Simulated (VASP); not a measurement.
Crystal: ZnS3.

```xyz
4
Lattice="0.0000 3.4106 3.4106 3.4106 0.0000 3.4106 3.4106 3.4106 0.0000" Properties=species:S:1:pos:R:3 pbc="T T T"
Zn    0.0000    0.0000    0.0000
S     1.7053    1.7053    1.7053
S     5.1158    5.1158    5.1158
S     3.4106    3.4106    3.4106
```

- Program: VASP 6.6.1
- Task: relaxation of cell and atoms
- Functional: PBE
- Potentials or basis: VASP PAW PBE potentials, release 64 (Zn, S)
- Cutoff: 600 eV
- k mesh: 4 × 4 × 4
- Occupations: gaussian, width 0.1 eV
- Spin: no spin polarisation

At the start: pressure -9.6 GPa; volume 19.84 Å³/atom.

Problem. Where does the relaxation end?

Solution. Over 3 steps the energy falls by 149.5 meV/atom and the volume is 15.96 Å³/atom (-19.5 %); space group Fm-3m (No. 225, to 0.05 Å).

Step by step:
| step | energy change (eV) | largest force (eV/Å) | pressure (GPa) | volume (Å³) |
| --- | --- | --- | --- | --- |
| 1 | 0.0000 | 0.0000 | -9.60 | 79.34 |
| 2 | -0.5712 | 0.0000 | -3.04 | 66.47 |
| 3 | -0.5982 | 0.0000 | -0.23 | 63.85 |

Final structure:
```
Zn S
1.0
     0.00000    3.17239    3.17239
     3.17239    0.00000    3.17239
     3.17239    3.17239    0.00000
Zn S
1 3
Direct
  0.00000 0.00000 0.00000
  0.25000 0.25000 0.25000
  0.75000 0.75000 0.75000
  0.50000 0.50000 0.50000
```

Caveat: the k points lie up to 0.43 Å⁻¹ apart in the final cell; the volume moved by over 15 % at a fixed basis, so the end points are rough.
